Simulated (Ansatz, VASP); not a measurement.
Zr: VASP beside Ansatz

```
Zr
1.0
     3.16448    0.00000    0.00000
    -1.58224    2.74052    0.00000
     0.00000    0.00000    5.09220
Zr
2
Direct
  0.33333 0.66667 0.25000
  0.66667 0.33333 0.75000
```

Alike in both runs: functional revPBE; dispersion D3(BJ); k mesh 15 × 15 × 8; occupations gaussian, width 0.1 eV; no spin polarisation.

Ansatz relaxed the structure, and its values are those at the end. VASP's run is a single point on that final structure, the one shown.

```csv
,VASP,Ansatz
version,VASP 6.6.1,Ansatz 0.2.0
potentials or method,"VASP PAW PBE potentials, release 64 (Zr_sv), cutoff 500 eV","scalar-relativistic, plane waves, PAW"
valence electrons in the cell,24,24
```

|  | VASP | Ansatz | Ansatz less VASP |
| --- | --- | --- | --- |
| gap on the k mesh at the Fermi level (eV) | none | none | - |
| pressure (GPa) | 0.0 | 0.0 | +0.02 |

VASP's potentials were made for PBE, not for revPBE. A gap of «none» marks a metal or a gap that the smearing closes.
